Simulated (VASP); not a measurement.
Set up this calculation in VASP 6.6.1, as the native input.

```
Task                   : single point
Functional             : PBE
Potentials or basis    : VASP PAW PBE potentials, release 64 (Co, Si)
Cutoff                 : 520 eV
k mesh                 : 16 × 16 × 16
Occupations            : gaussian, width 0.15 eV
Spin                   : no spin polarisation
Dipole correction      : no
Further INCAR settings : ALGO = Normal; EDIFF = 1e-06; NBANDS = 16
```

The structure of CoSi2 lies in POSCAR:

```
CoSi2
1.0
    0.0000000000      2.6899888293      2.6899888293
    2.6799390578      0.0100497715      2.6799390578
    2.6799390578      2.6799390578      0.0100497715
Co Si
1 2
Direct
    0.0000000000      0.0000000000      0.0000000000
    0.2500000000      0.2500000000      0.2500000000
    0.7500000000      0.7500000000      0.7500000000
```

This cell differs from its parent crystal: strain +0.0075 x Voigt [0, 0, 0, 1, 0, 0].

One way to write it, as run:

INCAR

```
PREC = Accurate ; ENCUT = 520
EDIFF = 1E-6 ; ISMEAR = 0
SIGMA = 0.15 ; LREAL = F
LASPH = T ; NELM = 60
ALGO = Normal ; ISIF = 2
LWAVE = F ; LCHARG = F
GGA = PE ; NBANDS = 16
```

KPOINTS

```
regular mesh
0
Gamma
  16 16 16
```

Potentials or basis: VASP PAW PBE potentials, release 64 (Co, Si).

Command:

```sh
$ cat potpaw_PBE.64/Co/POTCAR potpaw_PBE.64/Si/POTCAR > POTCAR
$ mpirun -np 1 vasp_std > vasp.out
```

Results of the run:

- Pressure: -0.2 GPa
- Largest force: 0.067 eV/Å

Caveat: the cell differs from its parent crystal (strain +0.0075 x Voigt [0, 0, 0, 1, 0, 0]).

It took 2.2 min on 1 thread of Intel(R) Xeon(R) 6975P-C (Granite Rapids), on a shared host, peak memory 0.45 GiB.
